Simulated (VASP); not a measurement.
Input of a VASP 6.6.1 run:

The input POSCAR:

```
Al
1.0
    2.7756851309      0.0000000000      0.0000000000
   -1.3878425654      2.4038138363      0.0000000000
    0.0000000000      0.0000000000      9.1159647498
Al
4
Direct
    0.0000000000      0.0000000000      0.0000000000
    0.3333333333      0.6666666667      0.2500000000
    0.0000000000      0.0000000000      0.5000000000
    0.6666666667      0.3333333333      0.7500000000
```

File INCAR.step1:

```
SYSTEM = Al
PREC = Accurate
ENCUT = 520
ISMEAR = 0
SIGMA = 0.1
LREAL = .False.
LASPH = .True.
NELM = 60
NBANDS = 14
GGA = PE
ALGO = Normal
EDIFF = 1E-4
LWAVE = .True.
LCHARG = .False.
```

The input INCAR.step2:

```
SYSTEM = Al
PREC = Accurate
ENCUT = 520
EDIFF = 1E-6
ISMEAR = 0
SIGMA = 0.1
LREAL = .False.
LASPH = .True.
NELM = 60
ALGO = Normal
ISIF = 2
LWAVE = .False.
LCHARG = .True.
METAGGA = R2SCAN
LMIXTAU = .True.
LELF = .True.
LVHAR = .True.
NBANDS = 14
ISTART = 1
```

Contents of KPOINTS:

```
regular mesh
0
Gamma
  18 18 6
  0 0 0
```

Potentials or basis: VASP PAW PBE potentials, release 64 (Al).

Run with:

```sh
$ cat potpaw_PBE.64/Al/POTCAR > POTCAR
$ cp INCAR.step1 INCAR
$ mpirun -np 1 vasp_std > vasp.out
$ cp INCAR.step2 INCAR
$ mpirun -np 1 vasp_std > vasp.out
```

Q: What does it give for the band gap on the k mesh?

A: Zero (bands 6 and 7 overlap by 5.89 eV).

Q: Estimate the pressure.

A: 4.6 GPa.

Caveat: the cell stands under pressure; the PAW data sets were made with another functional, which shifts forces and pressure a little.
